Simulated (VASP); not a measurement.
LiF, 2 atoms in the cell. It takes space group Fm-3m (No. 225, cubic). Conventional cell: a = 3.706 Å, b = 3.706 Å, c = 3.706 Å, α = 90.00°, β = 90.00°, γ = 90.00°. Li (site symmetry m-3m) has 6 F at 1.85 Å within 2.5 Å. F (site symmetry m-3m) has 6 Li at 1.85 Å within 2.5 Å.  This cell differs from its parent crystal: strain -0.080 along x and y, -0.080 along z.

| Item | Value |
| --- | --- |
| Program | VASP 6.6.1 |
| Task | single point |
| Functional | r2SCAN |
| Potentials or basis | VASP PAW PBE potentials, release 64 (Li_sv, F) |
| Cutoff | 520 eV |
| k mesh | 10 × 10 × 10 |
| Occupations | gaussian, width 0.05 eV |
| Spin | no spin polarisation |
| Dipole correction | no |
| Further INCAR settings | ALGO = Normal; EDIFF = 1e-06; NBANDS = 12 |

Potentials or basis: VASP PAW PBE potentials, release 64 (Li_sv, F).

Command:

```console
$ cat potpaw_PBE.64/Li_sv/POTCAR potpaw_PBE.64/F/POTCAR > POTCAR
$ cp INCAR.step1 INCAR
$ mpirun -np 1 vasp_std > vasp.out
$ cp INCAR.step2 INCAR
$ mpirun -np 1 vasp_std > vasp.out
```

Hardware: 1 thread of Intel(R) Xeon(R) Platinum 8259CL CPU @ 2.50GHz (Skylake/Cascade Lake), on a shared host.

Task: Estimate the wall time of this run.

Result: Wall time 29 s on 1 thread of Intel(R) Xeon(R) Platinum 8259CL CPU @ 2.50GHz (Skylake/Cascade Lake) (shared host), peak memory 0.12 GiB. Counts: k points 47.
